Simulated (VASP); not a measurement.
Crystal: P4C.

```
CELL_PARAMETERS angstrom
-2.98286 2.98286 2.98286
2.98286 -2.98286 2.98286
2.98286 2.98286 -2.98286
ATOMIC_POSITIONS crystal
P 0.00000 0.63058 0.00000
P 0.36942 0.36942 0.36942
P 0.00000 0.00000 0.63058
P 0.63058 0.00000 0.00000
C 0.00000 0.00000 0.00000
```

The cell was generated, and may not be a known phase.

| Quantity | Value |
| --- | --- |
| Program | VASP 6.6.1 |
| Task | relaxation of cell and atoms |
| Functional | PBE |
| Potentials or basis | VASP PAW PBE potentials, release 64 (P, C) |
| Cutoff | 600 eV |
| k mesh | 4 × 4 × 4 |
| Occupations | gaussian, width 0.1 eV |
| Spin | no spin polarisation |

At the start: pressure -11.5 GPa; volume 21.23 Å³/atom.

Question: Where does the relaxation end?

Answer: Over 11 steps the energy falls by 422.5 meV/atom and the volume is 14.22 Å³/atom (-33.0 %); space group I-43m (No. 217, to 0.1 Å) before and after.

Step by step:
```
step  energy change (eV)  largest force (eV/Å)  pressure (GPa)  volume (Å³)
   1              0.0000                0.0743          -11.55       106.16
   2             -0.8572                2.7157            1.40        84.34
   3             -0.8661                2.4357           -0.20        85.98
   4             -1.6898                2.0096            2.68        74.96
   5             -1.6622                0.6696           18.89        62.32
   6             -1.8837                1.5667            8.38        68.82
   7             -1.9939                0.6934           -6.33        74.86
   8             -2.1077                0.0856           -1.02        72.15
   9             -2.1078                0.1094           -0.87        72.08
  10             -2.1119                0.0535           -0.24        71.46
  11             -2.1125                0.0195            0.16        71.08
```

Final structure:
```xyz
5
Lattice="-2.6096 2.6096 2.6096 2.6096 -2.6096 2.6096 2.6096 2.6096 -2.6096" Properties=species:S:1:pos:R:3 pbc="T T T"
P     1.5278   -1.5278    1.5278
P     1.0818    1.0818    1.0818
P     1.5278    1.5278   -1.5278
P    -1.5278    1.5278    1.5278
C     0.0000    0.0000    0.0000
```

Caveat: the k points lie up to 0.43 Å⁻¹ apart in the final cell, too coarse for converged energies and pressures of a metal; the volume moved by over 15 % at a fixed basis, so the end points are rough; this functional lacks dispersion, which holds the molecules together, so the pressure and a relaxed volume are unreliable.
